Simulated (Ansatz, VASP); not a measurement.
**ZrReH in VASP and in Ansatz**

```xyz
6
Lattice="3.1613 0.0000 0.0000 0.0000 3.1613 0.0000 0.0000 0.0000 8.1131" Properties=species:S:1:pos:R:3 pbc="T T T"
Zr    0.0000    1.5806    1.4017
Zr    1.5806    0.0000    6.7114
H     0.0000    0.0000    0.0000
H     1.5806    1.5806    0.0000
Re    0.0000    1.5806    4.7518
Re    1.5806    0.0000    3.3614
```

Alike in both runs: functional RPBE; k mesh 5 × 5 × 3; no spin polarisation.

Ansatz relaxed the structure, and its values are those at the end. VASP's run is a single point on that final structure, the one shown.

```csv
,VASP,Ansatz
version,VASP 6.6.1,Ansatz 0.2.0
potentials or method,"VASP PAW PBE potentials, release 64 (Zr_sv, H, Re), cutoff 520 eV",PAW plane waves
occupations,"fermi-dirac, width 0.1 eV",fermi-dirac
valence electrons in the cell,40,56
```

|  | VASP | Ansatz | Ansatz less VASP |
| --- | --- | --- | --- |
| gap on the k mesh at the Fermi level (eV) | none | none | - |
| pressure (GPa) | -0.5 | 0.0 | +0.49 |
| rms of the force components (eV/Å) | 0.023 | 0.000 | -0.0229 |

VASP's potentials were made for PBE, not for RPBE. A gap of «none» marks a metal or a gap that the smearing closes. VASP's potentials hold 40 valence electrons a cell and Ansatz's 56, so a difference there can come from the potentials and not from the codes.

The k mesh is coarse, so the values compare programs but aren't converged. Spin-orbit coupling is off throughout.
